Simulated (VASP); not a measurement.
Wanted: the native input for a VASP 6.6.1 run.

```
Task                   : single point
Functional             : PBEsol
Potentials or basis    : VASP PAW PBE potentials, release 64 (Cd, S)
Cutoff                 : 520 eV
k mesh                 : 8 × 8 × 8
Occupations            : fermi-dirac, width 0.05 eV
Spin                   : no spin polarisation
Dipole correction      : no
Further INCAR settings : ALGO = Normal; EDIFF = 1e-07; NBANDS = 16
```

The structure of CdS lies in POSCAR:

```
CdS
1.0
    0.0000000000      2.7714779354      2.7714779354
    2.7714779354      0.0000000000      2.7714779354
    2.7714779354      2.7714779354      0.0000000000
Cd S
1 1
Direct
    0.0000000000      0.0000000000      0.0000000000
    0.5000000000      0.5000000000      0.5000000000
```

These files were run (other wordings do the same):

INCAR

```
ALGO = Normal
EDIFF = 1E-7
ENCUT = 520
GGA = PS
ISIF = 2
ISMEAR = -1
LASPH = True
LCHARG = False
LREAL = False
LWAVE = False
NBANDS = 16
NELM = 80
PREC = Accurate
SIGMA = 0.05
```

KPOINTS

```
k-points
0
Gamma
  8 8 8
```

Potentials or basis: VASP PAW PBE potentials, release 64 (Cd, S).

Command:

```bash
$ cat potpaw_PBE.64/Cd/POTCAR potpaw_PBE.64/S/POTCAR > POTCAR
$ mpirun -np 1 vasp_std > vasp.out
```

It gave:

```
Pressure : -5.2 GPa
```

Caveat: the PAW data sets were made with another functional, which shifts forces and pressure a little.

It took 38 s on 1 thread of Intel Xeon 8259CL (shared host), peak memory 0.17 GiB.
